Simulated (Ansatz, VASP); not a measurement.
WC in VASP and in Ansatz

File POSCAR:

```
WC
1.0
    0.0073089467      2.1963384733      2.1963384733
    2.1963384733      0.0073089467      2.1963384733
    2.1963384733      2.1963384733      0.0073089467
W C
1 1
Direct
    0.0000000000      0.0000000000      0.0000000000
    0.5000000000      0.5000000000      0.5000000000
```

INCAR.step1

```
SYSTEM = WC
PREC = Accurate
ENCUT = 520
ISMEAR = -1
SIGMA = 0.1
LREAL = .FALSE.
LASPH = .TRUE.
NELM = 60
NBANDS = 16
GGA = PE
ALGO = Normal
EDIFF = 1E-4
LWAVE = .TRUE.
LCHARG = .FALSE.
```

File INCAR.step2:

```
SYSTEM = WC
PREC = Accurate
ENCUT = 520
EDIFF = 1E-6
ISMEAR = -1
SIGMA = 0.1
LREAL = .FALSE.
LASPH = .TRUE.
NELM = 60
ALGO = Normal
ISIF = 2
LWAVE = .FALSE.
LCHARG = .FALSE.
METAGGA = R2SCAN
LMIXTAU = .TRUE.
NBANDS = 16
ISTART = 1
```

Contents of KPOINTS:

```
regular mesh
0
G
  14 14 14
  0 0 0
```

Input for Ansatz:

```yaml
crystal:
  lattice:
    - [0.007308946666666667, 2.1963384733333333, 2.1963384733333333]
    - [2.1963384733333333, 0.007308946666666667, 2.1963384733333333]
    - [2.1963384733333333, 2.1963384733333333, 0.007308946666666667]
  atoms:
    - { symbol: W, position: [0.0, 0.0, 0.0] }
    - { symbol: C, position: [0.5, 0.5, 0.5] }
basis:
  ecutwfc: 500.0
kpoints:
  mp_grid:
    grid: [14, 14, 14]
hamiltonian:
  xc: r2scan
  pseudopotentials:
    kind: paw
scf:
  occupations:
    method: fermi_dirac
    width: 0.1
output:
  stress: true
```

Alike in both runs: task single point; functional r2SCAN; k mesh 14 × 14 × 14; occupations fermi-dirac, width 0.1 eV; no spin polarisation.

```csv
,VASP,Ansatz
version,VASP 6.6.1,Ansatz 0.2.0
potentials or method,"VASP PAW PBE potentials, release 64 (W_sv, C), cutoff 520 eV","plane waves, PAW"
valence electrons in the cell,18,18
```

```csv
,VASP,Ansatz,Ansatz less VASP
pressure (GPa),-3.4,-5.0,-1.59
"traceless stress, the component that is largest in VASP (GPa)",-0.33,-0.33,+0.002
```

VASP's potentials were made for PBE, not for r2SCAN.

Neither program's run includes spin-orbit coupling.
